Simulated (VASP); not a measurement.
A run of VASP 6.6.1:

File INCAR:

```
SYSTEM = NbC
PREC     = Accurate       ! precision mode
ENCUT    = 600            ! plane-wave cutoff, eV
EDIFF    = 1E-7           ! SCF threshold, eV
ISMEAR   = -1             ! smearing method
SIGMA    = 0.08           ! smearing width, eV
LREAL    = .FALSE.        ! projectors in reciprocal space
LASPH    = .TRUE.         ! aspherical terms in the spheres
NELM     = 120            ! most SCF steps
ALGO     = Normal         ! electronic algorithm
ISIF     = 3              ! what is computed and relaxed
LWAVE    = .FALSE.        ! write WAVECAR
LCHARG   = .FALSE.        ! write CHGCAR
IBRION   = 2              ! ionic algorithm
NSW      = 100            ! ionic steps
EDIFFG   = -0.002         ! ionic threshold
GGA_COMPAT= .FALSE.      
NELMIN   = 4
```

Contents of KPOINTS:

```
regular mesh
0
G
  14 14 14
  0 0 0
```

The input POSCAR:

```
NbC
1.0
    0.0000000000      2.2345500000      2.2345500000
    2.2345500000      0.0000000000      2.2345500000
    2.2345500000      2.2345500000      0.0000000000
Nb C
1 1
Direct
    0.0000000000      0.0000000000      0.0000000000
    0.5000000000      0.5000000000      0.5000000000
```

Potentials or basis: VASP PAW LDA potentials, release 64 (Nb_sv, C).

The run is started by

```bash
$ cat potpaw_LDA.64/Nb_sv/POTCAR potpaw_LDA.64/C/POTCAR > POTCAR
$ mpirun -np 1 vasp_std > vasp.out
```

Hardware: 1 thread of Intel Xeon 8259CL (shared host).

Problem. How long does it take, and how much memory?

Solution. It took 4.5 min on 1 thread of Intel Xeon 8259CL, with other jobs on the host, peak memory 0.18 GiB. Counts: scf iterations 42, k points 104, ion steps 4.
